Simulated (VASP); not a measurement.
Wanted: the native input for a VASP 6.6.1 run.

- Task: single point
- Functional: PBEsol
- Potentials or basis: VASP PAW PBE potentials, release 64 (Cd_sv_GW, H, O)
- Cutoff: 700 eV
- k mesh: 6 × 6 × 4
- Occupations: gaussian, width 0.01 eV
- Spin: no spin polarisation
- Dipole correction: no
- Further INCAR settings: ALGO = Normal; EDIFF = 1e-06; NBANDS = 25

The structure of CdH2O2 lies in POSCAR:

```
CdH2O2
1.0
    3.5957161519      0.0000000000      0.0000000000
   -1.7978529619      3.1139730555      0.0000000000
    0.0000000000      0.0000000000      4.7488822962
Cd H O
1 2 2
Direct
    0.0000000000      0.0000000000      0.0000000000
    0.6666666667      0.3333333333      0.5509600000
    0.3333333333      0.6666666667      0.4490400000
    0.6666666667      0.3333333333      0.7593700000
    0.3333333333      0.6666666667      0.2406300000
```

The input as run:

INCAR

```
ALGO = Normal ; EDIFF = 1E-6
ENCUT = 700 ; GGA = PS
GGA_COMPAT = F ; ISIF = 2
ISMEAR = 0 ; LASPH = T
LCHARG = F ; LREAL = F
LWAVE = F ; NBANDS = 25
NELM = 120 ; PREC = Accurate
SIGMA = 0.01
```

KPOINTS

```
k-points
0
Gamma
  6 6 4
```

Potentials or basis: VASP PAW PBE potentials, release 64 (Cd_sv_GW, H, O).

Run with:

```bash
$ cat potpaw_PBE.64/Cd_sv_GW/POTCAR potpaw_PBE.64/H/POTCAR potpaw_PBE.64/O/POTCAR > POTCAR
$ mpirun -np 1 vasp_std > vasp.out
```

It gave:

```json
{
  "Pressure": "-7.2 GPa",
  "Largest force": "0.408 eV/Å",
  "Band gap on the k mesh": "1.43 eV (least direct gap 1.77 eV)"
}
```

Caveat: the cell stands under tension; the PAW data sets were made with another functional, which shifts forces and pressure a little.

Run time: 42 s on 1 thread of AMD EPYC 7R13 Processor (Zen 3), with other jobs on the host, peak memory 0.21 GiB.
